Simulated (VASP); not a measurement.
Write the native input for VASP 6.6.1 that does the following.

```yaml
Task: density of states
Functional: PBE
Potentials_or_basis: VASP PAW PBE potentials, release 64 (Ba_sv, Ti_sv, O)
Cutoff: 520 eV
k_mesh: 7 × 7 × 7
Occupations: fermi-dirac, width 0.08 eV
Spin: no spin polarisation
Dipole_correction: no
k_mesh_for_the_DOS: 11 × 11 × 11
Occupations_for_the_DOS: tetrahedron
Further_INCAR_settings: ALGO = Normal; EDIFF = 1e-07
```

BaTiO3:

```xyz
5
Lattice="3.9998 0.0000 0.0000 0.0000 3.9998 0.0000 0.0000 0.0000 4.0180" Properties=species:S:1:pos:R:3 pbc="T T T"
Ba    0.0000    0.0000    0.0000
Ti    1.9999    1.9999    1.9367
O     1.9999    1.9999    0.0643
O     1.9999    0.0000    2.0693
O     0.0000    1.9999    2.0693
```

One way to write it, as run:

POSCAR

```
BaTiO3
1.0
    3.9998000000      0.0000000000      0.0000000000
    0.0000000000      3.9998000000      0.0000000000
    0.0000000000      0.0000000000      4.0180000000
Ba Ti O
1 1 3
Direct
    0.0000000000      0.0000000000      0.0000000000
    0.5000000000      0.5000000000      0.4820000000
    0.5000000000      0.5000000000      0.0160000000
    0.5000000000      0.0000000000      0.5150000000
    0.0000000000      0.5000000000      0.5150000000
```

INCAR.step1

```
SYSTEM = BaTiO3
ALGO = Normal
EDIFF = 1E-7
ENCUT = 520
GGA = PE
ISIF = 2
ISMEAR = -1
LASPH = .TRUE.
LCHARG = .TRUE.
LMAXMIX = 4
LREAL = .FALSE.
LWAVE = .FALSE.
NBANDS = 28
NELM = 80
PREC = Accurate
SIGMA = 0.08
```

KPOINTS.step1

```
k-points
0
G
  7 7 7
  0 0 0
```

INCAR.step2

```
SYSTEM = BaTiO3
ALGO = Normal
EDIFF = 1E-7
ENCUT = 520
GGA = PE
ICHARG = 11
ISIF = 2
ISMEAR = -5
LASPH = .TRUE.
LCHARG = .FALSE.
LMAXMIX = 4
LORBIT = 10
LREAL = .FALSE.
LWAVE = .FALSE.
NEDOS = 2001
NELM = 80
PREC = Accurate
SIGMA = 0.08
```

KPOINTS.step2

```
k-points
0
G
  11 11 11
  0 0 0
```

Potentials or basis: VASP PAW PBE potentials, release 64 (Ba_sv, Ti_sv, O).

Command:

```bash
$ cat potpaw_PBE.64/Ba_sv/POTCAR potpaw_PBE.64/Ti_sv/POTCAR potpaw_PBE.64/O/POTCAR > POTCAR
$ cp INCAR.step1 INCAR
$ cp KPOINTS.step1 KPOINTS
$ mpirun -np 1 vasp_std > vasp.out
$ cp INCAR.step2 INCAR
$ cp KPOINTS.step2 KPOINTS
$ mpirun -np 1 vasp_std > vasp.out
```

Results of the run:

```json
{
 "Valence electrons inside the program's atomic spheres": "Ba 7.99; Ti 10.21; O 5.04, 5.03"
}
```

Caveat: spin-orbit coupling is left out, which moves the levels of the heavy elements.

Wall time 2.1 min on 1 thread of AMD EPYC 7R13 Processor (Zen 3), with other jobs on the host, peak memory 0.28 GiB.
